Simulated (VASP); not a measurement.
# Pd (P6_3/mmc) in VASP: notebook

Pd is run at these levels: PBEsol; tasks: single point, relaxation of cell and atoms.

All numbers are computed with VASP 6.6.1; they aren't measurements. Logs are shortened: lines on timing, memory, paths and dates and some standing lists are left out, and cuts for length are marked.

**1. The cell of the first run**

It takes space group P6_3/mmc (No. 194, hexagonal). The conventional cell has a = 2.736 Å, b = 2.736 Å, c = 9.016 Å, α = 90.00°, β = 90.00°, γ = 120.00°. Within 3.6 Å of Pd (site symmetry -3m) lie 12 Pd at 2.74 to 2.75 Å. Within 3.6 Å of Pd (site symmetry -6m2) lie 12 Pd at 2.74 to 2.75 Å.

This isn't the form of Pd at room conditions, which is fcc.

**2. Single point, PBEsol**

The input, INCAR:

```
SYSTEM = Pd
  PREC = Accurate
  ENCUT = 520
  EDIFF = 1E-7
  ISMEAR = -1
  SIGMA = 0.1
  LREAL = .False.
  LASPH = .True.
  NELM = 100
  ALGO = Normal
  ISIF = 2
  LWAVE = .False.
  LCHARG = .False.
  GGA = PS
  NBANDS = 28
```

The input, KPOINTS:

```
Automatic mesh
0
Gamma
  17 17 5
  0 0 0
```

The input, POSCAR:

```
Pd
1.0
    2.7355829045      0.0000000000      0.0000000000
   -1.3677914522      2.3690842894      0.0000000000
    0.0000000000      0.0000000000      9.0160867300
Pd
4
Direct
    0.0000000000      0.0000000000      0.0000000000
    0.0000000000      0.0000000000      0.5000000000
    0.3333333333      0.6666666667      0.2500000000
    0.6666666667      0.3333333333      0.7500000000
```

Potentials or basis: VASP PAW PBE potentials, release 64 (Pd).

On the command line:

```
> cat potpaw_PBE.64/Pd/POTCAR > POTCAR
> mpirun -np 1 vasp_std > vasp.out
```

OUTCAR:

```text
SYSTEM = Pd
   PREC = Accurate
   ENCUT = 520
   EDIFF = 1E-7
   ISMEAR = -1
   LREAL = .False.
   LASPH = .True.
   NELM = 100
   ISIF = 2
   GGA = PS

 ion  position               nearest neighbor table
   1  0.000  0.000  0.000-   3 2.75   4 2.75   3 2.75   4 2.75   4 2.75   3 2.75
   2  0.000  0.000  0.500-   3 2.75   4 2.75   3 2.75   4 2.75   4 2.75   3 2.75
   3  0.333  0.667  0.250-   1 2.75   2 2.75   1 2.75   2 2.75   1 2.75   2 2.75
   4  0.667  0.333  0.750-   1 2.75   2 2.75   1 2.75   2 2.75   1 2.75   2 2.75

  LATTYP: Found a hexagonal cell.
 ALAT       =     2.7355829045
 C/A-ratio  =     3.2958557809

  Lattice vectors:

 A1 = (   2.7355829045,   0.0000000000,   0.0000000000)
 A2 = (  -1.3677914522,   2.3690842894,   0.0000000000)
 A3 = (   0.0000000000,   0.0000000000,   9.0160867300)

Analysis of symmetry for initial positions (statically):
=====================================================================
 Subroutine PRICEL returns:
 Original cell was already a primitive cell.

 Routine SETGRP: Setting up the symmetry group for a
 hexagonal supercell.

 Subroutine GETGRP returns: Found 24 space group operations
 (whereof 12 operations were pure point group operations)
 out of a pool of 24 trial point group operations.

The static configuration has the point symmetry D_3d.
 The point group associated with its full space group is D_6h.

Analysis of symmetry for dynamics (positions and initial velocities):
=====================================================================
 Subroutine PRICEL returns:
 Original cell was already a primitive cell.

 Routine SETGRP: Setting up the symmetry group for a
 hexagonal supercell.

 Subroutine GETGRP returns: Found 24 space group operations
 (whereof 12 operations were pure point group operations)
 out of a pool of 24 trial point group operations.

The dynamic configuration has the point symmetry D_3d.
 The point group associated with its full space group is D_6h.

 Subroutine INISYM returns: Found 24 space group operations
 (whereof 12 operations are pure point group operations),
 and found     1 'primitive' translations

----------------------------------------------------------------------------------------

                                     Primitive cell

  volume of cell :      58.4317

  direct lattice vectors                    reciprocal lattice vectors
     2.735582905  0.000000000  0.000000000     0.365552804  0.211052010  0.000000000
    -1.367791452  2.369084289  0.000000000     0.000000000  0.422104019  0.000000000
     0.000000000  0.000000000  9.016086730     0.000000000  0.000000000  0.110912864

  length of vectors
     2.735582905  2.735582904  9.016086730     0.422104019  0.422104019  0.110912864

  position of ions in fractional coordinates (direct lattice)
     0.000000000  0.000000000  0.000000000
     0.000000000  0.000000000  0.500000000
     0.333333333  0.666666667  0.250000000
     0.666666667  0.333333333  0.750000000

  ion indices of the primitive-cell ions
   primitive index   ion index
                 1           1
                 2           2
                 3           3
                 4           4

----------------------------------------------------------------------------------------

 KPOINTS: Automatic mesh

Automatic generation of k-mesh.
 Grid dimensions read from file:
 generate k-points for:   17   17    5

 Generating k-lattice:

  Cartesian coordinates                     Fractional coordinates (reciprocal lattice)
     0.021503106  0.012414824  0.000000000     0.058823529  0.000000000  0.000000000
     0.000000000  0.024829648  0.000000000     0.000000000  0.058823529  0.000000000
     0.000000000  0.000000000  0.022182573     0.000000000  0.000000000  0.200000000

  Length of vectors
     0.024829648  0.024829648  0.022182573

  Shift w.r.t. Gamma in fractional coordinates (k-lattice)
     0.000000000  0.000000000  0.000000000

 Subroutine IBZKPT returns following result:
 ===========================================

 Found     99 irreducible k-points:

 Following reciprocal coordinates:
            Coordinates               Weight
  0.000000  0.000000  0.000000      1.000000
  0.058824 -0.000000  0.000000      6.000000
  0.117647 -0.000000  0.000000      6.000000
  0.176471  0.000000  0.000000      6.000000
  0.235294 -0.000000  0.000000      6.000000
  0.294118 -0.000000  0.000000      6.000000
[... 16 lines left out ...]
  0.411765  0.117647  0.000000     12.000000
  0.176471  0.176471  0.000000      6.000000
 [... further k-points ...]
   k-points           NKPTS =     99   k-points in BZ     NKDIM =     99   number of bands    NBANDS=     28
   number of dos      NEDOS =    301   number of ions     NIONS =      4
   total plane-waves  NPLWV =  28000
   dimension x,y,z NGX =    20 NGY =   20 NGZ =   70
   dimension x,y,z NGXF=    40 NGYF=   40 NGZF=  140
   ions per type =               4
   NGX,Y,Z   is equivalent  to a cutoff of  12.15, 12.15, 12.91 a.u.
   NGXF,Y,Z  is equivalent  to a cutoff of  24.31, 24.31, 25.81 a.u.
 SYSTEM =  Pd
   PREC   = accura    normal or accurate (medium, high low for compatibility)
   ISTART =      0    job   : 0-new  1-cont  2-samecut
   ICHARG =      2    charge: 1-file 2-atom 10-const
   ISPIN  =      1    spin polarized calculation?
   LNONCOLLINEAR =      F non collinear calculations
   LSORBIT =      F    spin-orbit coupling
   LASPH  =      T    aspherical Exc in radial PAW
   ENCUT  =  520.0 eV  38.22 Ry    6.18 a.u.   5.09  5.09 16.76*2*pi/ulx,y,z
   NELM   =    100;   NELMIN=  2; NELMDL= -5     # of ELM steps
   EDIFF  = 0.1E-06   stopping-criterion for ELM
   LREAL  =      F    real-space projection
   EDIFFG = 0.1E-05   stopping-criterion for IOM
   NSW    =      0    number of steps for IOM
   IBRION =     -1    ionic relax: 0-MD 1-quasi-New 2-CG
   NFREE  =      0    steps in history (QN), initial steepest desc. (CG)
   ISIF   =      2    stress and relaxation
   ISYM   =      2    0-nonsym 1-usesym 2-fastsym
   POTIM  = 0.5000    time-step for ionic-motion
   TEBEG  =    0.0;   TEEND  =   0.0 temperature during run
   PSTRESS=    0.0 pullay stress
   NELECT =      40.0000    total number of electrons
   NUPDOWN=      -1.0000    fix difference up-down
   EMIN   =  10.00;   EMAX   =-10.00  energy-range for DOS
   EFERMI =   0.00;   METHOD = LEGACY
   ISMEAR =    -1;   SIGMA  =   0.10  broadening in eV -4-tet -1-fermi 0-gaus
   EFERMI_NEDOS =   21; number of points for ismear=-14 and -15
   IALGO  =     38    algorithm
   IMIX   =      4    mixing-type and parameters
     AMIX     =   0.40;   BMIX     =  1.00
     AMIX_MAG =   1.60;   BMIX_MAG =  1.00
  volume/ion in A,a.u.               =      14.61        98.58
  Fermi-wavevector in a.u.,A,eV,Ry     =   1.442819  2.726534 28.323630  2.081728
  Thomas-Fermi vector in A             =   2.561297
   LORBIT       =      0    0 simple, 1 ext, 2 COOP (PROOUT), +10 PAW based schemes
   GGA     = PS    functional components
   LHFCALC =     F    Hartree Fock is set to
   AEXX    =    0.0000 exact exchange contribution
   IVDW    =     0    specifies the selected vdW correction
   LEPSILON=     F    determine dielectric tensor
   LRPA    =     F    only Hartree local field effects (RPA)
 non-spin polarized calculation
  energy-cutoff  :      520.00
  volume of cell :       58.43
 maximum number of plane-waves:      1592
   NGX = 11   NGY = 11   NGZ = 33

 number of electron      40.0000001 magnetization

 Free energy of the ion-electron system (eV)
  ---------------------------------------------------
  ext. energy  EPLUGINS =         0.00000000
  ---------------------------------------------------
  free energy    TOTEN  =       -23.92055481 eV

  energy without entropy =      -23.65797930  energy(sigma->0) =      -23.78926706

 E-fermi :   9.8159     XC(G=0): -13.4401

 val. band max:        9.8157419021   @ k =   0.3529  -0.0000   0.2000
 cond. band min:       9.8159483650   @ k =   0.3529   0.0588   0.2000
 fundamental gap:      0.0002064629
 Fermi energy:         9.8159376926

 k-point     1 :       0.0000    0.0000    0.0000
  band No.  band energies     occupation
      1       2.4691      2.00000
      2       4.1515      2.00000
      3       4.1597      2.00000
      4       4.3619      2.00000
      5       6.8019      2.00000
      6       6.8309      2.00000
[... 20 lines left out ...]
     27      24.2203      0.00000
     28      26.6948      0.00000

 k-point     2 :       0.0588   -0.0000    0.0000
  band No.  band energies     occupation
      1       2.5831      2.00000
      2       4.2557      2.00000
      3       4.2647      2.00000
      4       4.4464      2.00000
      5       6.6157      2.00000
      6       6.7456      2.00000
[... 20 lines left out ...]
     27      24.2870      0.00000
     28      26.7986      0.00000

 k-point     3 :       0.1176   -0.0000    0.0000
  band No.  band energies     occupation
      1       2.9139      2.00000
      2       4.5396      2.00000
      3       4.5537      2.00000
      4       4.6813      2.00000
      5       6.2992      2.00000
      6       6.5071      2.00000
[... 20 lines left out ...]
     27      24.4779      0.00000
     28      26.7947      0.00000

 k-point     4 :       0.1765    0.0000    0.0000
  band No.  band energies     occupation
      1       3.4213      2.00000
      2       4.8519      2.00000
      3       4.9120      2.00000
      4       5.0290      2.00000
      5       5.9994      2.00000
      6       6.2329      2.00000
[... 578 lines left out ...]
     27      20.0313      0.00000
     28      20.4984      0.00000

 k-point    23 :       0.4118    0.1176    0.0000
  band No.  band energies     occupation
      1       4.5240      2.00000
      2       4.5959      2.00000
      3       4.7806      2.00000
      4       5.3528      2.00000
      5       5.5038      2.00000
      6       5.8261      2.00000
[... 20 lines left out ...]
     27      20.3523      0.00000
     28      20.9531      0.00000

 k-point    24 :       0.1765    0.1765    0.0000
  band No.  band energies     occupation
      1       4.8835      2.00000
      2       5.2050      2.00000
      3       5.2587      2.00000
      4       5.6007      2.00000
      5       5.7637      2.00000
      6       5.7795      2.00000
[... 20 lines left out ...]
     27      22.3430      0.00000
     28      24.1924      0.00000

 [... further k-points ...]
[... 5 lines left out ...]
  --------------------------------------------------------------------------------------
  -------------------------------------------------------------------------------------
  Total       -0.0728231     -0.0728231     -0.2256059     -0.0000000      0.0000000     -0.0000000
  in kB       -1.9967849     -1.9967849     -6.1860366     -0.0000000      0.0000000     -0.0000000
  external PRESSURE =      -3.3932021 kB  Pullay stress =       0.0000000 kB

 VOLUME and BASIS-vectors are now :
 -----------------------------------------------------------------------------
  energy-cutoff  :      520.00
  volume of cell :       58.43
      direct lattice vectors                 reciprocal lattice vectors
     2.735582905  0.000000000  0.000000000     0.365552804  0.211052010  0.000000000
    -1.367791452  2.369084289  0.000000000     0.000000000  0.422104019  0.000000000
     0.000000000  0.000000000  9.016086730     0.000000000  0.000000000  0.110912864

 POSITION                                       TOTAL-FORCE (eV/Angst)
 -----------------------------------------------------------------------------------
      0.00000      0.00000      0.00000        -0.000000      0.000000      0.000000
      0.00000      0.00000      4.50804        -0.000000      0.000000      0.000000
     -0.00000      1.57939      2.25402        -0.000000      0.000000      0.000000
      1.36779      0.78969      6.76207         0.000000     -0.000000     -0.000000
 -----------------------------------------------------------------------------------
    total drift:                                0.000000     -0.000000      0.000000

  FREE ENERGIE OF THE ION-ELECTRON SYSTEM (eV)
  ---------------------------------------------------
  free  energy   TOTEN  =       -23.9205548116 eV

  energy  without entropy=      -23.6579793006  energy(sigma->0) =      -23.78926706
```

It took 92 s on 1 thread of Intel Xeon Platinum 8488C (Sapphire Rapids), shared host; peak memory 0.25 GiB.

Results:

- Free energy: -23.9206 eV
- Pressure: -0.3 GPa
- Band gap on the k mesh: zero (bands 20 and 21 overlap by 0.97 eV)

Stress tensor (GPa, compression positive):
```
-0.20  0.00  0.00
 0.00 -0.20  0.00
 0.00  0.00 -0.62
```

Levels at points of the mesh, in eV from the Fermi level:
```tsv
k point	band 17	band 18	band 19	band 20	band 21	band 22	band 23	band 24
(0.00, 0.00, 0.00)	-1.57	-1.10	-1.10	-0.74	-0.74	-0.14	-0.14	0.79
```

Caveat: the PAW data sets were made with another functional, which shifts forces and pressure a little.

[end of part 1 of 2]
